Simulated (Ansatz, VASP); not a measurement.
**One calculation of HfC5, two programs**

```
CELL_PARAMETERS angstrom
2.46423 1.42272 2.57345
-2.46423 1.42272 2.57345
0.00000 -2.84544 2.57345
ATOMIC_POSITIONS crystal
Hf 0.50000 0.50000 0.50000
C 0.00000 0.00000 0.50000
C 0.50000 0.00000 0.00000
C 0.00000 0.50000 0.00000
C 0.82628 0.82628 0.82628
C 0.17372 0.17372 0.17372
```

Alike in both runs: functional PBE; k mesh 4 × 4 × 4; occupations gaussian, width 0.2 eV; no spin polarisation.

Ansatz relaxed the structure, and its values are those at the end. VASP's run is a single point on that final structure, the one shown.

```csv
,VASP,Ansatz
version,VASP 6.6.1,Ansatz 0.2.0
potentials or method,"VASP PAW PBE potentials, release 64 (Hf_pv, C), cutoff 600 eV","scalar-relativistic, plane waves, PAW"
valence electrons in the cell,30,46
```

```tsv
	VASP	Ansatz	Ansatz less VASP
gap on the k mesh at the Fermi level (eV)	none	none	-
pressure (GPa)	-1.4	-0.4	+0.98
rms of the force components (eV/Å)	0.009	0.000	-0.0083
```

A gap of «none» marks a metal or a gap that the smearing closes. VASP's potentials hold 30 valence electrons a cell and Ansatz's 46, so a difference there can come from the potentials and not from the codes.

The k mesh is coarse, so the values compare programs but aren't converged. Neither program's run includes spin-orbit coupling.
